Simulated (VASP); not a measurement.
Runs of VASP 6.6.1 on Al. Symmetry: Im-3m, No. 229, cubic system. Conventional cell: a = 3.182 Å, b = 3.182 Å, c = 3.182 Å, α = 90.00°, β = 90.00°, γ = 90.00°. Within 3.6 Å of Al (site symmetry m-3m) lie 14 Al at 2.76 to 3.18 Å. 

| smearing | gap on the mesh (eV) | pressure (GPa) |
| --- | --- | --- |
| fermi-dirac 0.1 eV | none | 0.2 |
| fermi-dirac 0.2 eV | none | 0.3 |
| fermi-dirac 0.3 eV | none | (a) |
| fermi-dirac 0.5 eV | none | 1.2 |

Alike in all rows: task single point; level r2SCAN; potentials or basis VASP PAW PBE potentials, release 64 (Al); no spin polarisation; cell as given; k mesh 15 × 15 × 15; cutoff (eV) 520.

Task: Fill in the values left out.

Result: (a) 0.5.

Caveats: the PAW data sets were made with another functional, which shifts forces and pressure a little.

A gap of «none» marks levels without a gap at the run's occupations.
